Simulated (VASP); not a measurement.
# NaF (r.bp) (Fm-3m) in VASP: single point with PBEsol

Aim: the single point of NaF (r.bp) with PBEsol.

All numbers are computed with VASP 6.6.1; they aren't measurements. Logs are shortened: lines on timing, memory, paths and dates and some standing lists are left out, and cuts for length are marked.

## Step 1: The cell of the first run

Symmetry: Fm-3m, No. 225, cubic system. Conventional cell: a = 4.616 Å, b = 4.616 Å, c = 4.616 Å, α = 90.00°, β = 90.00°, γ = 90.00°. Na (site symmetry m-3m) has 6 F at 2.31 Å within 3.1 Å. Within 3.1 Å of F (site symmetry m-3m) lie 6 Na at 2.31 Å.

## Step 2: Single point, PBEsol

The input, INCAR:

```
SYSTEM = NaF
PREC = Accurate
ENCUT = 600
EDIFF = 1E-6
ISMEAR = 0
SIGMA = 0.02
LREAL = .False.
LASPH = .True.
NELM = 120
ALGO = Normal
ISIF = 2
LWAVE = .False.
LCHARG = .False.
GGA = PS
NBANDS = 14
GGA_COMPAT = .False.
```

The input, KPOINTS:

```
regular mesh
0
Gamma
  8 8 8
  0 0 0
```

The input, POSCAR:

```
NaF
1.0
    0.0000000000      2.3080840786      2.3080840786
    2.3080840786      0.0000000000      2.3080840786
    2.3080840786      2.3080840786      0.0000000000
Na F
1 1
Direct
    0.0000000000      0.0000000000      0.0000000000
    0.5000000000      0.5000000000      0.5000000000
```

Potentials or basis: VASP PAW PBE potentials, release 64 (Na_pv, F).

On the command line:

```sh
> cat potpaw_PBE.64/Na_pv/POTCAR potpaw_PBE.64/F/POTCAR > POTCAR
> mpirun -np 1 vasp_std > vasp.out
```

OUTCAR:

```text
SYSTEM = NaF
   PREC = Accurate
   ENCUT = 600
   EDIFF = 1E-6
   ISMEAR = 0
   LREAL = .False.
   LASPH = .True.
   NELM = 120
   ISIF = 2
   GGA = PS

 ion  position               nearest neighbor table
   1  0.000  0.000  0.000-   2 2.31   2 2.31   2 2.31   2 2.31   2 2.31   2 2.31
   2  0.500  0.500  0.500-   1 2.31   1 2.31   1 2.31   1 2.31   1 2.31   1 2.31

  LATTYP: Found a face centered cubic cell.
 ALAT       =     4.6161681572

  Lattice vectors:

 A1 = (   0.0000000000,   2.3080840786,   2.3080840786)
 A2 = (   2.3080840786,   0.0000000000,   2.3080840786)
 A3 = (   2.3080840786,   2.3080840786,   0.0000000000)

Analysis of symmetry for initial positions (statically):
=====================================================================
 Subroutine PRICEL returns:
 Original cell was already a primitive cell.

 Routine SETGRP: Setting up the symmetry group for a
 face centered cubic supercell.

 Subroutine GETGRP returns: Found 48 space group operations
 (whereof 48 operations were pure point group operations)
 out of a pool of 48 trial point group operations.

The static configuration has the point symmetry O_h .

Analysis of symmetry for dynamics (positions and initial velocities):
=====================================================================
 Subroutine PRICEL returns:
 Original cell was already a primitive cell.

 Routine SETGRP: Setting up the symmetry group for a
 face centered cubic supercell.

 Subroutine GETGRP returns: Found 48 space group operations
 (whereof 48 operations were pure point group operations)
 out of a pool of 48 trial point group operations.

The dynamic configuration has the point symmetry O_h .

 Subroutine INISYM returns: Found 48 space group operations
 (whereof 48 operations are pure point group operations),
 and found     1 'primitive' translations

----------------------------------------------------------------------------------------

                                     Primitive cell

  volume of cell :      24.5915

  direct lattice vectors                    reciprocal lattice vectors
     0.000000000  2.308084079  2.308084079    -0.216629890  0.216629890  0.216629890
     2.308084079  0.000000000  2.308084079     0.216629890 -0.216629890  0.216629890
     2.308084079  2.308084079  0.000000000     0.216629890  0.216629890 -0.216629890

  length of vectors
     3.264123807  3.264123807  3.264123807     0.375213976  0.375213976  0.375213976

  position of ions in fractional coordinates (direct lattice)
     0.000000000  0.000000000  0.000000000
     0.500000000  0.500000000  0.500000000

  ion indices of the primitive-cell ions
   primitive index   ion index
                 1           1
                 2           2

----------------------------------------------------------------------------------------

 KPOINTS: regular mesh

Automatic generation of k-mesh.
 Grid dimensions read from file:
 generate k-points for:    8    8    8

 Generating k-lattice:

  Cartesian coordinates                     Fractional coordinates (reciprocal lattice)
    -0.027078736  0.027078736  0.027078736     0.125000000  0.000000000  0.000000000
     0.027078736 -0.027078736  0.027078736     0.000000000  0.125000000  0.000000000
     0.027078736  0.027078736 -0.027078736     0.000000000  0.000000000  0.125000000

  Length of vectors
     0.046901747  0.046901747  0.046901747

  Shift w.r.t. Gamma in fractional coordinates (k-lattice)
     0.000000000  0.000000000  0.000000000

 Subroutine IBZKPT returns following result:
 ===========================================

 Found     29 irreducible k-points:

 Following reciprocal coordinates:
            Coordinates               Weight
  0.000000  0.000000  0.000000      1.000000
  0.125000  0.000000  0.000000      8.000000
  0.250000  0.000000  0.000000      8.000000
  0.375000  0.000000  0.000000      8.000000
  0.500000  0.000000  0.000000      4.000000
  0.125000  0.125000  0.000000      6.000000
[... 16 lines left out ...]
  0.500000  0.250000  0.125000     48.000000
 -0.375000  0.250000  0.125000     24.000000
 [... further k-points ...]
   k-points           NKPTS =     29   k-points in BZ     NKDIM =     29   number of bands    NBANDS=     14
   number of dos      NEDOS =    301   number of ions     NIONS =      2
   total plane-waves  NPLWV =  21952
   dimension x,y,z NGX =    28 NGY =   28 NGZ =   28
   dimension x,y,z NGXF=    56 NGYF=   56 NGZF=   56
   ions per type =               1   1
   NGX,Y,Z   is equivalent  to a cutoff of  14.26, 14.26, 14.26 a.u.
   NGXF,Y,Z  is equivalent  to a cutoff of  28.52, 28.52, 28.52 a.u.
 SYSTEM =  NaF
   PREC   = accura    normal or accurate (medium, high low for compatibility)
   ISTART =      0    job   : 0-new  1-cont  2-samecut
   ICHARG =      2    charge: 1-file 2-atom 10-const
   ISPIN  =      1    spin polarized calculation?
   LNONCOLLINEAR =      F non collinear calculations
   LSORBIT =      F    spin-orbit coupling
   LASPH  =      T    aspherical Exc in radial PAW
   ENCUT  =  600.0 eV  44.10 Ry    6.64 a.u.   6.52  6.52  6.52*2*pi/ulx,y,z
   NELM   =    120;   NELMIN=  2; NELMDL= -5     # of ELM steps
   EDIFF  = 0.1E-05   stopping-criterion for ELM
   LREAL  =      F    real-space projection
   EDIFFG = 0.1E-04   stopping-criterion for IOM
   NSW    =      0    number of steps for IOM
   IBRION =     -1    ionic relax: 0-MD 1-quasi-New 2-CG
   NFREE  =      0    steps in history (QN), initial steepest desc. (CG)
   ISIF   =      2    stress and relaxation
   ISYM   =      2    0-nonsym 1-usesym 2-fastsym
   POTIM  = 0.5000    time-step for ionic-motion
   TEBEG  =    0.0;   TEEND  =   0.0 temperature during run
   PSTRESS=    0.0 pullay stress
   NELECT =      14.0000    total number of electrons
   NUPDOWN=      -1.0000    fix difference up-down
   EMIN   =  10.00;   EMAX   =-10.00  energy-range for DOS
   EFERMI =   0.00;   METHOD = LEGACY
   ISMEAR =     0;   SIGMA  =   0.02  broadening in eV -4-tet -1-fermi 0-gaus
   EFERMI_NEDOS =   21; number of points for ismear=-14 and -15
   IALGO  =     38    algorithm
   IMIX   =      4    mixing-type and parameters
     AMIX     =   0.40;   BMIX     =  1.00
     AMIX_MAG =   1.60;   BMIX_MAG =  1.00
  volume/ion in A,a.u.               =      12.30        82.98
  Fermi-wavevector in a.u.,A,eV,Ry     =   1.356821  2.564020 25.047825  1.840963
  Thomas-Fermi vector in A             =   2.483792
   LORBIT       =      0    0 simple, 1 ext, 2 COOP (PROOUT), +10 PAW based schemes
   GGA     = PS    functional components
   LHFCALC =     F    Hartree Fock is set to
   AEXX    =    0.0000 exact exchange contribution
   IVDW    =     0    specifies the selected vdW correction
   LEPSILON=     F    determine dielectric tensor
   LRPA    =     F    only Hartree local field effects (RPA)
 non-spin polarized calculation
 Gauss-broadening in eV      SIGMA  =   0.02
  energy-cutoff  :      600.00
  volume of cell :       24.59
 maximum number of plane-waves:       869
 NGX is ok and might be reduce to    28
   NGX = 13   NGY = 13   NGZ = 13

 number of electron      14.0000005 magnetization

 Free energy of the ion-electron system (eV)
  ---------------------------------------------------
  ext. energy  EPLUGINS =         0.00000000
  ---------------------------------------------------
  free energy    TOTEN  =        -8.76992162 eV

  energy without entropy =       -8.76992162  energy(sigma->0) =       -8.76992162

 E-fermi :  -1.9677     XC(G=0):  -9.3920

 val. band max:       -2.1291262919   @ k =   0.0000   0.0000   0.0000
 cond. band min:       4.0933480115   @ k =   0.0000   0.0000   0.0000
 fundamental gap:      6.2224743033
 Fermi energy:        -1.9677083502

 k-point     1 :       0.0000    0.0000    0.0000
  band No.  band energies     occupation
      1     -21.2064      2.00000
      2     -20.8625      2.00000
      3     -20.8625      2.00000
      4     -20.8625      2.00000
      5      -2.1291      2.00000
      6      -2.1291      2.00000
      7      -2.1291      2.00000
      8       4.0933      0.00000
      9      16.7967      0.00000
     10      16.7967      0.00000
     11      16.7967      0.00000
     12      19.5039      0.00000
     13      21.9047      0.00000
     14      21.9047      0.00000

 k-point     2 :       0.1250    0.0000    0.0000
  band No.  band energies     occupation
      1     -21.3823      2.00000
      2     -20.8643      2.00000
      3     -20.8643      2.00000
      4     -20.6650      2.00000
      5      -2.4362      2.00000
      6      -2.1684      2.00000
      7      -2.1684      2.00000
      8       4.6485      0.00000
      9      15.0115      0.00000
     10      17.0402      0.00000
     11      17.0402      0.00000
     12      21.3347      0.00000
     13      21.3347      0.00000
     14      21.4753      0.00000

 k-point     3 :       0.2500    0.0000    0.0000
  band No.  band energies     occupation
      1     -21.6057      2.00000
      2     -20.8689      2.00000
      3     -20.8689      2.00000
      4     -20.3890      2.00000
      5      -3.0588      2.00000
      6      -2.2624      2.00000
      7      -2.2624      2.00000
      8       5.9777      0.00000
      9      12.9147      0.00000
     10      17.5804      0.00000
     11      17.5804      0.00000
     12      20.6693      0.00000
     13      20.6693      0.00000
     14      22.2649      0.00000
[... 324 lines left out ...]
 k-point    23 :       0.5000    0.2500    0.1250
  band No.  band energies     occupation
      1     -21.6232      2.00000
      2     -20.9175      2.00000
      3     -20.8880      2.00000
      4     -20.2881      2.00000
      5      -3.4085      2.00000
      6      -2.6460      2.00000
      7      -2.4377      2.00000
      8       8.4719      0.00000
      9      11.3512      0.00000
     10      15.3059      0.00000
     11      17.1574      0.00000
     12      19.4395      0.00000
     13      21.5324      0.00000
     14      25.7406      0.00000

 k-point    24 :      -0.3750    0.2500    0.1250
  band No.  band energies     occupation
      1     -21.6375      2.00000
      2     -20.9209      2.00000
      3     -20.8956      2.00000
      4     -20.2567      2.00000
      5      -3.4823      2.00000
      6      -2.7265      2.00000
      7      -2.4772      2.00000
      8       9.5593      0.00000
      9      10.5309      0.00000
     10      15.0071      0.00000
     11      16.8558      0.00000
     12      20.0420      0.00000
     13      21.1163      0.00000
     14      25.9587      0.00000

 [... further k-points ...]
[... 5 lines left out ...]
  --------------------------------------------------------------------------------------
  -------------------------------------------------------------------------------------
  Total        0.0399085      0.0399085      0.0399085      0.0000000      0.0000000      0.0000000
  in kB        2.6001039      2.6001039      2.6001039      0.0000000      0.0000000      0.0000000
  external PRESSURE =       2.6001039 kB  Pullay stress =       0.0000000 kB

 VOLUME and BASIS-vectors are now :
 -----------------------------------------------------------------------------
  energy-cutoff  :      600.00
  volume of cell :       24.59
      direct lattice vectors                 reciprocal lattice vectors
     0.000000000  2.308084079  2.308084079    -0.216629890  0.216629890  0.216629890
     2.308084079  0.000000000  2.308084079     0.216629890 -0.216629890  0.216629890
     2.308084079  2.308084079  0.000000000     0.216629890  0.216629890 -0.216629890

 POSITION                                       TOTAL-FORCE (eV/Angst)
 -----------------------------------------------------------------------------------
      0.00000      0.00000      0.00000        -0.000000     -0.000000     -0.000000
      2.30808      2.30808      2.30808         0.000000      0.000000      0.000000
 -----------------------------------------------------------------------------------
    total drift:                                0.000000      0.000000      0.000000

  FREE ENERGIE OF THE ION-ELECTRON SYSTEM (eV)
  ---------------------------------------------------
  free  energy   TOTEN  =        -8.7699216153 eV

  energy  without entropy=       -8.7699216153  energy(sigma->0) =       -8.76992162
```

Wall time 11 s (1 thread of AMD EPYC 9R45 (Zen 5), shared host); peak memory 0.12 GiB.

Results:

| Item | Value |
| --- | --- |
| Free energy | -8.7699 eV |
| Pressure | 0.3 GPa |
| Band gap on the k mesh | 6.22 eV, direct |

Caveat: the PAW data sets were made with another functional, which shifts forces and pressure a little.
